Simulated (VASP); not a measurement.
# K2Be (I4/mmm) in VASP: further runs

Runs on K2Be. Level: PBE. Tasks: single point, relaxation of cell and atoms.

All numbers are computed with VASP 6.6.1; they aren't measurements. Logs are shortened: lines on timing, memory, paths and dates and some standing lists are left out, and cuts for length are marked.

## Step 1: The cell of the first run

Symmetry: I4/mmm, No. 139, tetragonal system. The conventional cell has a = 3.992 Å, b = 3.992 Å, c = 9.792 Å, α = 90.00°, β = 90.00°, γ = 90.00°. K (site symmetry 4mm) has 9 K at 3.23 to 3.99 Å and 5 Be at 3.25 to 3.28 Å within 4.3 Å. Within 4.3 Å of Be (site symmetry 4/mmm) lie 10 K at 3.25 to 3.28 Å and 4 Be at 3.99 Å.

## Step 2: Single point, PBE

Input file INCAR:

```
ALGO     = Fast           # electronic algorithm
EDIFF    = 1E-7           # SCF threshold, eV
ENCUT    = 520            # plane-wave cutoff, eV
GGA      = PE             # functional
ISIF     = 2              # what is computed and relaxed
ISMEAR   = 0              # smearing method
LASPH    = T              # aspherical terms in the spheres
LCHARG   = F              # write CHGCAR
LREAL    = F              # projectors in reciprocal space
LWAVE    = F              # write WAVECAR
NBANDS   = 17             # bands
NELM     = 60             # most SCF steps
PREC     = Accurate       # precision mode
SIGMA    = 0.1            # smearing width, eV
```

Input file KPOINTS:

```
k-points
0
Gamma
  6 6 6
```

Input file POSCAR:

```
K2Be
1.0
   -1.9957641100      1.9957641100      4.8958588323
    1.9957641100     -1.9957641100      4.8958588323
    1.9957641100      1.9957641100     -4.8958588323
K Be
2 1
Direct
    0.6650000000      0.6650000000      0.0000000000
    0.3350000000      0.3350000000      0.0000000000
    0.0000000000      0.0000000000      0.0000000000
```

Potentials or basis: VASP PAW PBE potentials, release 64 (K_sv, Be).

On the command line:

```bash
cat potpaw_PBE.64/K_sv/POTCAR potpaw_PBE.64/Be/POTCAR > POTCAR
mpirun -np 1 vasp_std > vasp.out
```

OUTCAR:

```text
EDIFF = 1E-7
   ENCUT = 520
   GGA = PE
   ISIF = 2
   ISMEAR = 0
   LASPH = T
   LREAL = F
   NELM = 60
   PREC = Accurate

 ion  position               nearest neighbor table
   1  0.665  0.665  0.000-   2 3.23   2 3.28   2 3.28   2 3.28   2 3.28
   2  0.335  0.335  0.000-   1 3.23   1 3.28   1 3.28   1 3.28   1 3.28
   3  0.000  0.000  0.000-

  LATTYP: Found a body centered tetragonal cell.
 ALAT       =     3.9915282200
 C/A-ratio  =     2.4531250000

  Lattice vectors:

 A1 = (  -1.9957641100,   1.9957641100,   4.8958588323)
 A2 = (   1.9957641100,  -1.9957641100,   4.8958588323)
 A3 = (   1.9957641100,   1.9957641100,  -4.8958588323)

Analysis of symmetry for initial positions (statically):
=====================================================================
 Subroutine PRICEL returns:
 Original cell was already a primitive cell.

 Routine SETGRP: Setting up the symmetry group for a
 body centered tetragonal supercell.

 Subroutine GETGRP returns: Found 16 space group operations
 (whereof 16 operations were pure point group operations)
 out of a pool of 16 trial point group operations.

The static configuration has the point symmetry D_4h.

Analysis of symmetry for dynamics (positions and initial velocities):
=====================================================================
 Subroutine PRICEL returns:
 Original cell was already a primitive cell.

 Routine SETGRP: Setting up the symmetry group for a
 body centered tetragonal supercell.

 Subroutine GETGRP returns: Found 16 space group operations
 (whereof 16 operations were pure point group operations)
 out of a pool of 16 trial point group operations.

The dynamic configuration has the point symmetry D_4h.

 Subroutine INISYM returns: Found 16 space group operations
 (whereof 16 operations are pure point group operations),
 and found     1 'primitive' translations

----------------------------------------------------------------------------------------

                                     Primitive cell

  volume of cell :      78.0023

  direct lattice vectors                    reciprocal lattice vectors
    -1.995764110  1.995764110  4.895858832     0.000000000  0.250530610  0.102127128
[... 79 lines left out ...]
   PREC   = accura    normal or accurate (medium, high low for compatibility)
   ISTART =      0    job   : 0-new  1-cont  2-samecut
   ICHARG =      2    charge: 1-file 2-atom 10-const
   ISPIN  =      1    spin polarized calculation?
   LNONCOLLINEAR =      F non collinear calculations
   LSORBIT =      F    spin-orbit coupling
   LASPH  =      T    aspherical Exc in radial PAW
   ENCUT  =  520.0 eV  38.22 Ry    6.18 a.u.  10.51 10.51 10.51*2*pi/ulx,y,z
   NELM   =     60;   NELMIN=  2; NELMDL= -5     # of ELM steps
   EDIFF  = 0.1E-06   stopping-criterion for ELM
   LREAL  =      F    real-space projection
   EDIFFG = 0.1E-05   stopping-criterion for IOM
   NSW    =      0    number of steps for IOM
   IBRION =     -1    ionic relax: 0-MD 1-quasi-New 2-CG
   NFREE  =      0    steps in history (QN), initial steepest desc. (CG)
   ISIF   =      2    stress and relaxation
   ISYM   =      2    0-nonsym 1-usesym 2-fastsym
   POTIM  = 0.5000    time-step for ionic-motion
   TEBEG  =    0.0;   TEEND  =   0.0 temperature during run
   PSTRESS=    0.0 pullay stress
   NELECT =      20.0000    total number of electrons
   NUPDOWN=      -1.0000    fix difference up-down
   EMIN   =  10.00;   EMAX   =-10.00  energy-range for DOS
   EFERMI =   0.00;   METHOD = LEGACY
   ISMEAR =     0;   SIGMA  =   0.10  broadening in eV -4-tet -1-fermi 0-gaus
   EFERMI_NEDOS =   21; number of points for ismear=-14 and -15
   IALGO  =     68    algorithm
   IMIX   =      4    mixing-type and parameters
     AMIX     =   0.40;   BMIX     =  1.00
     AMIX_MAG =   1.60;   BMIX_MAG =  1.00
  volume/ion in A,a.u.               =      26.00       175.46
  Fermi-wavevector in a.u.,A,eV,Ry     =   1.040038  1.965386 14.717127  1.081678
  Thomas-Fermi vector in A             =   2.174595
   LORBIT       =      0    0 simple, 1 ext, 2 COOP (PROOUT), +10 PAW based schemes
   GGA     = PE    functional components
   LHFCALC =     F    Hartree Fock is set to
   AEXX    =    0.0000 exact exchange contribution
   IVDW    =     0    specifies the selected vdW correction
   LEPSILON=     F    determine dielectric tensor
   LRPA    =     F    only Hartree local field effects (RPA)
 non-spin polarized calculation
 RMM-DIIS sequential band-by-band and
 Gauss-broadening in eV      SIGMA  =   0.10
  energy-cutoff  :      520.00
  volume of cell :       78.00
 maximum number of plane-waves:      2131
   NGX = 21   NGY = 21   NGZ = 21

 number of electron      20.0000001 magnetization

 Free energy of the ion-electron system (eV)
  ---------------------------------------------------
  ext. energy  EPLUGINS =         0.00000000
  ---------------------------------------------------
  free energy    TOTEN  =        -2.59123786 eV

  energy without entropy =       -2.57973229  energy(sigma->0) =       -2.58548508

 E-fermi :   2.1829     XC(G=0):  -8.2894

 val. band max:        2.1726989451   @ k =  -0.3333   0.5000   0.1667
 cond. band min:       2.1872815130   @ k =   0.5000   0.5000   0.0000
 fundamental gap:      0.0145825679
 Fermi energy:         2.1829068352

 k-point     1 :       0.0000    0.0000    0.0000
  band No.  band energies     occupation
      1     -29.4955      2.00000
      2     -29.2306      2.00000
      3     -13.2820      2.00000
      4     -13.0563      2.00000
      5     -13.0563      2.00000
      6     -12.6223      2.00000
[... 457 lines left out ...]
      4     -13.1095      2.00000
      5     -13.0511      2.00000
      6     -12.7059      2.00000
[... 9 lines left out ...]
     16       7.3881      0.00000
     17       8.1212      0.00000

 [... further k-points ...]
[... 5 lines left out ...]
  --------------------------------------------------------------------------------------
  -------------------------------------------------------------------------------------
  Total        3.7053790      3.7053790      3.9790789      0.0000000      0.0000000      0.0000000
  in kB       76.1089836     76.1089836     81.7308163      0.0000000      0.0000000      0.0000000
  external PRESSURE =      77.9829279 kB  Pullay stress =       0.0000000 kB

 VOLUME and BASIS-vectors are now :
 -----------------------------------------------------------------------------
  energy-cutoff  :      520.00
  volume of cell :       78.00
      direct lattice vectors                 reciprocal lattice vectors
    -1.995764110  1.995764110  4.895858832     0.000000000  0.250530610  0.102127128
     1.995764110 -1.995764110  4.895858832     0.250530610  0.000000000  0.102127128
     1.995764110  1.995764110 -4.895858832     0.250530610  0.250530610  0.000000000

 POSITION                                       TOTAL-FORCE (eV/Angst)
 -----------------------------------------------------------------------------------
      0.00000      0.00000      6.51149         0.000000      0.000000     -0.415131
      0.00000      0.00000      3.28023        -0.000000     -0.000000      0.415131
      0.00000      0.00000      0.00000        -0.000000     -0.000000     -0.000000
 -----------------------------------------------------------------------------------
    total drift:                               -0.000000     -0.000000      0.000000

  FREE ENERGIE OF THE ION-ELECTRON SYSTEM (eV)
  ---------------------------------------------------
  free  energy   TOTEN  =        -2.5912378628 eV

  energy  without entropy=       -2.5797322892  energy(sigma->0) =       -2.58548508
```

Run time: 57 s. Hardware: 1 thread of AMD EPYC 9R45 (Zen 5), shared host; peak memory 0.23 GiB.

Results:

```
Free energy            : -2.5912 eV
Pressure               : 7.8 GPa
Largest force          : 0.415 eV/Å
Band gap on the k mesh : zero (bands 10 and 11 overlap by 0.48 eV)
```

Forces on the atoms (eV/Å):
```
K    0.000  0.000 -0.415
K    0.000  0.000  0.415
Be   0.000  0.000  0.000
```

Levels at points of the mesh, in eV from the Fermi level:
| k point | band 6 | band 7 | band 8 | band 9 | band 10 | band 11 | band 12 | band 13 | band 14 | band 15 |
| --- | --- | --- | --- | --- | --- | --- | --- | --- | --- | --- |
| (0.00, 0.00, 0.00) | -14.81 | -14.81 | -14.76 | -4.44 | -0.17 | 2.12 | 2.30 | 2.30 | 2.79 | 3.97 |
| (0.50, 0.00, 0.00) | -14.98 | -14.94 | -14.69 | -2.61 | -1.18 | 0.75 | 1.48 | 2.30 | 3.55 | 4.14 |
| (0.50, 0.50, 0.00) | -14.87 | -14.86 | -14.78 | -2.00 | -0.30 | 0.00 | 0.36 | 3.22 | 3.27 | 3.95 |
| (0.50, 0.50, 0.50) | -15.02 | -14.74 | -14.74 | -3.45 | -1.70 | 1.44 | 2.77 | 2.77 | 3.02 | 5.41 |

Caveat: the cell stands under pressure.

## Step 3: Single point, PBE

This run uses another cell than the first one, of 42.37 Å³/atom.

Input file INCAR:

```
ALGO = Normal
EDIFF = 1E-7
ENCUT = 520
GGA = PE
ISIF = 2
ISMEAR = 0
LASPH = T
LCHARG = F
LREAL = F
LWAVE = F
NBANDS = 17
NELM = 60
PREC = Accurate
SIGMA = 0.1
```

KPOINTS is that of step 2.

Input file POSCAR:

```
K2Be
1.0
   -2.1470605770      2.1470605770      6.8934290287
    2.1470605770     -2.1470605770      6.8934290287
    2.1470605770      2.1470605770     -6.8934290287
K Be
2 1
Direct
    0.6330260839      0.6330260839      0.0000000000
    0.3669739161      0.3669739161      0.0000000000
    0.0000000000      0.0000000000      0.0000000000
```

Potentials or basis: VASP PAW PBE potentials, release 64 (K_sv, Be).

On the command line:

```bash
cat potpaw_PBE.64/K_sv/POTCAR potpaw_PBE.64/Be/POTCAR > POTCAR
mpirun -np 1 vasp_std > vasp.out
```

It took 74 s on 1 thread of AMD EPYC 9R45 (Zen 5), shared host; peak memory 0.37 GiB.

It converged, with:

```yaml
Free_energy: -3.4788 eV
Pressure: 0.1 GPa
Largest_force: 0.005 eV/Å
Band_gap_on_the_k_mesh: zero (bands 10 and 11 overlap by 0.46 eV)
```

Forces in eV/Å, atoms in the order of the input:
```
K    0.000  0.000 -0.005
K    0.000  0.000  0.005
Be   0.000  0.000  0.000
```

Stress tensor (GPa, compression positive):
```
-0.07  0.00  0.00
 0.00 -0.07  0.00
 0.00  0.00  0.35
```

Levels at points of the mesh, in eV from the Fermi level:
```
           k point  band 7  band 8  band 9  band 10  band 11  band 12  band 13  band 14
(0.00, 0.00, 0.00)  -14.97  -14.94   -3.80    -0.43     0.06     2.26     2.26     3.38
(0.50, 0.00, 0.00)  -14.96  -14.95   -2.54    -0.93     0.40     0.92     2.43     2.43
(0.50, 0.50, 0.00)  -15.02  -14.96   -1.84    -0.01     0.00     0.54     2.30     2.34
(0.50, 0.50, 0.50)  -14.95  -14.95   -3.55    -1.71     2.28     2.28     2.35     2.71
```

(Part 1 of 2 ends here.)
